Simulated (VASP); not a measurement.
## LuTa2: relaxation of cell and atoms with PBE

The system is LuTa2.

```
Lu Ta
1.0
     3.70321    0.00000    0.00000
     0.00000    3.70321    0.00000
     0.00000    0.00000   10.30245
Lu Ta
2 4
Direct
  0.00000 0.50000 0.74353
  0.50000 0.00000 0.25647
  0.00000 0.00000 0.00000
  0.50000 0.50000 0.00000
  0.00000 0.50000 0.44761
  0.50000 0.00000 0.55239
```

The cell was generated, and may not be a known phase.

| Item | Value |
| --- | --- |
| Program | VASP 6.6.1 |
| Task | relaxation of cell and atoms |
| Functional | PBE |
| Potentials or basis | VASP PAW PBE potentials, release 64 (Lu, Ta_pv) |
| Cutoff | 600 eV |
| k mesh | 6 × 6 × 2 |
| Occupations | gaussian, width 0.1 eV |
| Spin | no spin polarisation |
| Dipole correction | no |
| Further INCAR settings | ALGO = Fast; EDIFF = 1e-06; IBRION = 2; EDIFFG = -0.04; NSW = 90; ISIF = 3 |

```json
{
  "Relaxed volume": "23.53 Å³/atom",
  "Relaxed cell": "a = 3.712 Å, b = 3.712 Å, c = 10.246 Å, α = 90.00°, β = 90.00°, γ = 90.00°",
  "Space group after relaxing (to 0.1 Å)": "P4/nmm (No. 129)",
  "Energy gained by relaxing": "0.6 meV/atom",
  "Ionic steps": "13",
  "Pressure after relaxing": "0.0 GPa",
  "Largest force after relaxing": "0.034 eV/Å",
  "Band gap on the k mesh": "zero (bands 47 and 48 overlap by 1.06 eV)"
}
```

Forces on the atoms (eV/Å):
```
Lu   0.000  0.000  0.034
Lu   0.000  0.000 -0.034
Ta   0.000  0.000  0.000
Ta   0.000  0.000  0.000
Ta   0.000  0.000  0.003
Ta   0.000  0.000 -0.003
```

Step by step:
| step | energy change (eV) | largest force (eV/Å) | pressure (GPa) | volume (Å³) |
| --- | --- | --- | --- | --- |
| 1 | 0.0000 | 0.0931 | 0.05 | 141.29 |
| 2 | -0.0021 | 0.0820 | 0.03 | 141.44 |
| 3 | -0.0024 | 0.0721 | -0.09 | 141.57 |
| 4 | -0.0025 | 0.0756 | -0.25 | 141.54 |
| 5 | -0.0030 | 0.0548 | 0.16 | 140.83 |
| 6 | -0.0031 | 0.0471 | 0.29 | 141.06 |
| 7 | -0.0031 | 0.0559 | 0.31 | 141.20 |
| 8 | -0.0029 | 0.0653 | 0.09 | 141.37 |
| 9 | -0.0029 | 0.0612 | -0.13 | 141.32 |
| 10 | -0.0030 | 0.0573 | -0.09 | 141.24 |
| 11 | -0.0031 | 0.0558 | 0.01 | 141.22 |
| 12 | -0.0031 | 0.0521 | -0.04 | 141.21 |
| 13 | -0.0034 | 0.0338 | -0.02 | 141.16 |

Final structure:
```cif
data_structure
_symmetry_space_group_name_H-M 'P 1'
_symmetry_Int_Tables_number 1
_cell_length_a 3.7118
_cell_length_b 3.7118
_cell_length_c 10.2456
_cell_angle_alpha 90.000
_cell_angle_beta 90.000
_cell_angle_gamma 90.000
_cell_volume 141.16
loop_
_atom_site_label
_atom_site_type_symbol
_atom_site_fract_x
_atom_site_fract_y
_atom_site_fract_z
_atom_site_occupancy
Lu1 Lu 0.00000 0.50000 0.74476 1
Lu2 Lu 0.50000 0.00000 0.25524 1
Ta1 Ta 0.00000 0.00000 0.00000 1
Ta2 Ta 0.50000 0.50000 0.00000 1
Ta3 Ta 0.00000 0.50000 0.44755 1
Ta4 Ta 0.50000 0.00000 0.55245 1
```

Levels at points of the mesh, in eV from the Fermi level:
| k point | band 45 | band 46 | band 47 | band 48 | band 49 | band 50 |
| --- | --- | --- | --- | --- | --- | --- |
| (0.00, 0.00, 0.00) | -0.85 | 0.14 | 0.22 | 0.24 | 0.41 | 0.41 |
| (0.50, 0.00, 0.00) | -0.36 | -0.36 | 0.51 | 0.51 | 0.76 | 0.76 |
| (0.50, 0.50, 0.00) | -0.39 | -0.39 | -0.01 | -0.01 | 0.35 | 0.35 |
| (0.00, 0.00, 0.50) | -0.85 | -0.40 | -0.19 | 0.24 | 0.24 | 1.19 |
| (0.50, 0.00, 0.50) | -0.38 | -0.38 | 0.74 | 0.74 | 0.77 | 0.77 |
| (0.50, 0.50, 0.50) | -0.33 | -0.33 | -0.32 | -0.32 | 0.31 | 0.31 |

It took 29 min on 1 thread of Intel(R) Xeon(R) 6975P-C (Granite Rapids), on a shared host, peak memory 0.42 GiB.

Caveat: spin-orbit coupling is left out, which moves the levels of the heavy elements.
